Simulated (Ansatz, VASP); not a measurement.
Sn3SeS2 in VASP and in Ansatz

Contents of INCAR:

```
ALGO = Normal ; EDIFF = 1E-6
EDIFFG = -0.04 ; ENCUT = 600
GGA = PE ; IBRION = 2
ISIF = 3 ; ISMEAR = 0
LASPH = True ; LCHARG = False
LREAL = False ; LWAVE = False
NELM = 80 ; NSW = 90
PREC = Accurate ; SIGMA = 0.1
```

KPOINTS

```
k-points
0
Gamma
  6 6 2
```

File POSCAR:

```
Sn3SeS2
1.0
    4.2223570800      0.0000000000      0.0000000000
   -2.1111785400      3.6566685000      0.0000000000
    0.0000000000      0.0000000000     10.3426203600
Sn Se S
3 1 2
Direct
    0.0000000000      0.0000000000      0.0000000000
    0.3333333300      0.6666666700      0.6666666700
    0.6666666700      0.3333333300      0.3333333300
    0.0000000000      0.0000000000      0.5000000000
    0.6666666700      0.3333333300      0.8333333300
    0.3333333300      0.6666666700      0.1666666700
```

Input for Ansatz:

```yaml
crystal:
  lattice:
    - [4.22235708, 0.0, 0.0]
    - [-2.11117854, 3.6566685, 0.0]
    - [0.0, 0.0, 10.34262036]
  atoms:
    - { symbol: Sn, position: [0.0, 0.0, 0.0] }
    - { symbol: Sn, position: [0.33333333, 0.66666667, 0.66666667] }
    - { symbol: Sn, position: [0.66666667, 0.33333333, 0.33333333] }
    - { symbol: Se, position: [0.0, 0.0, 0.5] }
    - { symbol: S, position: [0.66666667, 0.33333333, 0.83333333] }
    - { symbol: S, position: [0.33333333, 0.66666667, 0.16666667] }
basis:
  ecutwfc: 420
kpoints:
  mp_grid: { grid: [6, 6, 2] }
hamiltonian:
  xc: pbe
scf:
  occupations: { method: gaussian, width: 0.1 }
  lower_state_search: "off"
output:
  forces: true
  stress: true
  eigenvalues: true
relax:
  adjacent_minimum: "off"
  f_tol: 0.04
  max_steps: 70
  cell: { stress_tol: 0.4 }
```

Alike in both runs: task relaxation of cell and atoms; functional PBE; k mesh 6 × 6 × 2; occupations gaussian, width 0.1 eV; no spin polarisation.

|  | VASP | Ansatz |
| --- | --- | --- |
| version | VASP 6.6.1 | Ansatz 0.2.0 |
| potentials or method | VASP PAW PBE potentials, release 64 (Sn_d, Se, S), cutoff 600 eV | scalar-relativistic, plane waves, PAW |
| valence electrons in the cell | 60 | 70 |

|  | VASP | Ansatz | Ansatz less VASP |
| --- | --- | --- | --- |
| gap on the k mesh at the Fermi level, each at its own relaxed structure (eV) | 0.49 | 0.50 | +0.008 |
| relaxed volume (Å³/atom) | 25.86 | 25.88 | +0.018 |
| relaxed cell length with the largest relative difference (Å) | 10.254 | 10.227 | -0.0271 |

VASP's potentials hold 60 valence electrons a cell and Ansatz's 70, so a difference there can come from the potentials and not from the codes.
